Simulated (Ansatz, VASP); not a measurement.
**V in VASP and in Ansatz**

Contents of INCAR:

```
ALGO     = Normal         # electronic algorithm
EDIFF    = 1E-6           # SCF threshold, eV
ENCUT    = 520            # plane-wave cutoff, eV
GGA      = PE             # functional
ISIF     = 2              # what is computed and relaxed
ISMEAR   = 1              # smearing method
LASPH    = T              # aspherical terms in the spheres
LCHARG   = F              # write CHGCAR
LREAL    = F              # projectors in reciprocal space
LWAVE    = F              # write WAVECAR
NBANDS   = 12             # bands
NELM     = 60             # most SCF steps
PREC     = Accurate       # precision mode
SIGMA    = 0.03           # smearing width, eV
```

KPOINTS

```
k-points
0
Gamma
  15 15 15
```

The input POSCAR:

```
V
1.0
   -1.4991761207      1.4991761207      1.4991761207
    1.4991761207     -1.4991761207      1.4991761207
    1.4991761207      1.4991761207     -1.4991761207
V
1
Direct
    0.0000000000      0.0000000000      0.0000000000
```

Input for Ansatz:

```yaml
crystal:
  lattice:
    - [-1.4991761207, 1.4991761207, 1.4991761207]
    - [1.4991761207, -1.4991761207, 1.4991761207]
    - [1.4991761207, 1.4991761207, -1.4991761207]
  atoms:
    - { symbol: V, position: [0.0, 0.0, 0.0] }
hamiltonian:
  xc: pbe
  pseudopotentials:
    kind: paw
    azcp:
      V: "pseudopotentials/V.paw.azcp"
basis:
  ecutwfc: 420
  fft_grid_basis: typed
kpoints:
  mp_grid: { grid: [15, 15, 15], shift: [0, 0, 0] }
magnetization:
  spin_polarized: false
scf:
  occupations: { method: cold, width: 0.03 }
  lower_state_search: "off"
output:
  stress: true
```

Alike in both runs: task single point; functional PBE; k mesh 15 × 15 × 15; no spin polarisation.

```csv
,VASP,Ansatz
version,VASP 6.6.1,Ansatz 0.2.0
potentials or method,"VASP PAW PBE potentials, release 64 (V_sv), cutoff 520 eV","plane waves (420 eV) with PAW, scalar-relativistic"
occupations,"methfessel-paxton of order 1, width 0.03 eV","cold, width 0.03 eV"
valence electrons in the cell,13,13
```

|  | VASP | Ansatz | Ansatz less VASP |
| --- | --- | --- | --- |
| pressure (GPa) | -0.4 | -0.6 | -0.25 |
